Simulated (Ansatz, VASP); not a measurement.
**Two plane-wave programs on AlN**

```
CELL_PARAMETERS angstrom
0.00000 2.17114 2.17114
2.17114 0.00000 2.17114
2.17114 2.17114 0.00000
ATOMIC_POSITIONS crystal
Al 0.00000 0.00000 0.00000
N 0.25000 0.25000 0.25000
```

Alike in both runs: functional LDA; k mesh 10 × 10 × 10; occupations gaussian, width 0.02 eV; no spin polarisation.

Ansatz relaxed the structure, and its values are those at the end. VASP's run is a single point on that final structure, the one shown.

|  | VASP | Ansatz |
| --- | --- | --- |
| version | VASP 6.6.1 | Ansatz 0.2.0 |
| potentials or method | VASP PAW LDA potentials, release 64 (Al, N), cutoff 600 eV | scalar-relativistic, plane waves, PAW |
| valence electrons in the cell | 8 | 8 |

Ansatz gave:

```
gap on the k mesh at the Fermi level (eV) : 3.25
least direct gap on the mesh (eV)         : 4.39
pressure (GPa)                            : 0.0
```

Q: Which values does VASP return?

A: gap on the k mesh at the Fermi level (eV): 3.23; least direct gap on the mesh (eV): 4.39; pressure (GPa): 0.5.

LDA's correlation is that of Perdew and Zunger in VASP and of Perdew and Wang (1992) in Ansatz.
